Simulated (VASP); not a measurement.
Runs of VASP 6.6.1 on SiTe. The structure is that of space group P-3m1 (No. 164), or close to it. The cells are those of the table. 

```tsv
task	cell	k mesh	cutoff (eV)	smearing	gap on the mesh (eV)	pressure (GPa)	largest force (eV/Å)
single point	a = 3.709, b = 3.709, c = 6.180 Å, angles 90.0, 90.0, 120.0°, 4 atoms	6 × 6 × 4	520	gaussian 0.1 eV	(a)	58.8	5.64
single point	a = 3.837, b = 3.837, c = 12.249 Å, angles 90.0, 90.0, 120.0°, 4 atoms	12 × 12 × 4	520	gaussian 0.02 eV	1.14	0.0	0.02
single point	a = 3.855, b = 3.855, c = 11.221 Å, angles 90.0, 90.0, 120.0°, 4 atoms	6 × 6 × 4	520	gaussian 0.1 eV	0.65	(c)	(b)
relaxation of cell and atoms	relaxed from a = 3.709, b = 3.709, c = 6.180 Å, angles 90.0, 90.0, 120.0°, 4 atoms	6 × 6 × 4	600	gaussian 0.1 eV	0.97	0.0	0.03
```

Alike in all rows: level PBE; potentials or basis VASP PAW PBE potentials, release 64 (Si, Te); no spin polarisation.

Task: Estimate the missing entries.

Result: (a) none; (b) 0.01; (c) 0.1.

Caveats: spin-orbit coupling is left out, which moves the levels of the heavy elements; forces of over 1 eV/Å act on the atoms, so gaps and moduli don't describe the material at rest (some runs); this functional lacks dispersion, which binds the layers, so the pressure and a relaxed spacing across them are unreliable (some runs).

A k mesh can miss the band edges, and the runs leave out spin-orbit coupling on Te.
